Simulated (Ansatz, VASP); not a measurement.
# Two plane-wave programs on KBr

```
CELL_PARAMETERS angstrom
0.02040 3.33514 3.29818
3.36444 -0.00347 3.32205
3.38740 3.38196 -0.02643
ATOMIC_POSITIONS crystal
K 0.00177 0.99995 0.99818
Br 0.49823 0.50005 0.50182
```

Change from the starting cell: cell sheared at random, sigma 0.01, atoms nudged by 0.01 Å.

Alike in both runs: task single point; functional PBE; k mesh 6 × 6 × 6; occupations gaussian, width 0.05 eV; no spin polarisation.

```csv
,VASP,Ansatz
version,VASP 6.6.1,Ansatz 0.2.0
potentials or method,"VASP PAW PBE potentials, release 64 (K_sv, Br), cutoff 520 eV","scalar-relativistic, plane waves, PAW"
valence electrons in the cell,16,16
```

|  | VASP | Ansatz | Ansatz less VASP |
| --- | --- | --- | --- |
| gap on the k mesh at the Fermi level (eV) | 4.29 | 4.30 | +0.001 |
| least direct gap on the mesh (eV) | 4.29 | 4.30 | +0.001 |
| pressure (GPa) | 0.1 | 0.0 | -0.03 |
| traceless stress, the component that is largest in VASP (GPa) | 0.21 | 0.21 | -0.003 |
| rms of the force components (eV/Å) | 0.010 | 0.010 | -0.0002 |

Atom by atom the forces differ by 0.000 eV/Å (rms over components).
